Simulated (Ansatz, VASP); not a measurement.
**Te2Mo in VASP and in Ansatz**

The input INCAR:

```
SYSTEM = Te2Mo
PREC = Accurate ; ENCUT = 520
EDIFF = 1E-7 ; ISMEAR = 1
SIGMA = 0.127 ; LREAL = .FALSE.
LASPH = .TRUE. ; NELM = 60
ALGO = Normal ; ISIF = 2
LWAVE = .FALSE. ; LCHARG = .FALSE.
GGA = PE ; NBANDS = 20
```

Contents of KPOINTS:

```
Automatic mesh
0
G
  6 6 6
  0 0 0
```

POSCAR

```
Te2Mo
1.0
    1.7734078919      1.0238775238      7.1041367115
   -1.7734078919      1.0238775238      7.1041367115
    0.0000000000     -2.0477550476      7.1041367115
Mo Te
1 2
Direct
   -0.0000368534     -0.0000368534     -0.0000368534
    0.4174226661      0.4174226661      0.4174226661
    0.2492808540      0.2492808540      0.2492808540
```

Input for Ansatz:

```yaml
crystal:
  lattice:
    - [1.7734078919, 1.0238775238, 7.1041367115]
    - [-1.7734078919, 1.0238775238, 7.1041367115]
    - [0.0, -2.0477550476, 7.1041367115]
  atoms:
    - { symbol: Mo, position: [-3.68534e-05, -3.68534e-05, -3.68534e-05] }
    - { symbol: Te, position: [0.4174226661, 0.4174226661, 0.4174226661] }
    - { symbol: Te, position: [0.249280854, 0.249280854, 0.249280854] }
kpoints:
  mp_grid: { grid: [6, 6, 6] }
hamiltonian:
  xc: pbe
scf:
  occupations: { method: cold, width: 0.2 }
  n_extra_bands: 4
output:
  forces: true
  stress: true
  eigenvalues: true
```

Alike in both runs: task single point; functional PBE; k mesh 6 × 6 × 6; no spin polarisation.

```csv
,VASP,Ansatz
version,VASP 6.6.1,Ansatz 0.2.0
potentials or method,"VASP PAW PBE potentials, release 64 (Mo_sv, Te)",plane waves
plane-wave cutoff (eV),520,420
occupations,"methfessel-paxton of order 1, width 0.127 eV","cold, width 0.2 eV"
valence electrons in the cell,26,46
```

|  | VASP | Ansatz | Ansatz less VASP |
| --- | --- | --- | --- |
| gap on the k mesh at the Fermi level (eV) | 0.89 | 0.90 | +0.010 |
| pressure (GPa) | 1.9 | 1.9 | -0.01 |
| traceless stress, the component that is largest in VASP (GPa) | 0.89 | 0.84 | -0.043 |
| rms of the force components (eV/Å) | 0.102 | 0.096 | -0.0059 |

Atom by atom the forces differ by 0.006 eV/Å (rms over components). VASP's potentials hold 26 valence electrons a cell and Ansatz's 46, so a difference there can come from the potentials and not from the codes.

Spin-orbit coupling is off throughout.
